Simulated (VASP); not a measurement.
Write the native input for VASP 6.6.1 that does the following.

| Property | Result |
| --- | --- |
| Task | single point |
| Functional | PBEsol |
| Potentials or basis | VASP PAW PBE potentials, release 64 (Sn_d) |
| Cutoff | 500 eV |
| k mesh | 16 × 16 × 16 |
| Occupations | gaussian, width 0.1 eV |
| Spin | no spin polarisation |
| Dipole correction | no |
| Further INCAR settings | ALGO = Normal; EDIFF = 1e-06; NBANDS = 13 |

The structure of Sn lies in POSCAR:

```
Sn
1.0
   -1.4948950928      1.4948950928      1.4948950928
    1.4948950928     -1.4948950928      1.4948950928
    1.4948950928      1.4948950928     -1.4948950928
Sn
1
Direct
    0.0000000000      0.0000000000      0.0000000000
```

The input as run:

INCAR

```
ALGO = Normal
EDIFF = 1E-6
ENCUT = 500
GGA = PS
GGA_COMPAT = False
ISIF = 2
ISMEAR = 0
LASPH = True
LCHARG = False
LREAL = False
LWAVE = False
NBANDS = 13
NELM = 120
PREC = Accurate
SIGMA = 0.1
```

KPOINTS

```
k-points
0
Gamma
  16 16 16
```

Potentials or basis: VASP PAW PBE potentials, release 64 (Sn_d).

Launch:

```console
$ cat potpaw_PBE.64/Sn_d/POTCAR > POTCAR
$ mpirun -np 1 vasp_std > vasp.out
```

It gave:

```json
{
 "Pressure": "190.5 GPa",
 "Band gap on the k mesh": "zero (band 7 reaches 32.61 eV, above the bottom of band 8 at 15.38 eV)"
}
```

Caveat: the PAW data sets were made with another functional, which shifts forces and pressure a little; spin-orbit coupling is left out, which moves the levels of the heavy elements.

It took 8.1 s on 1 thread of Intel(R) Xeon(R) 6975P-C (Granite Rapids) (shared host), peak memory 0.14 GiB.
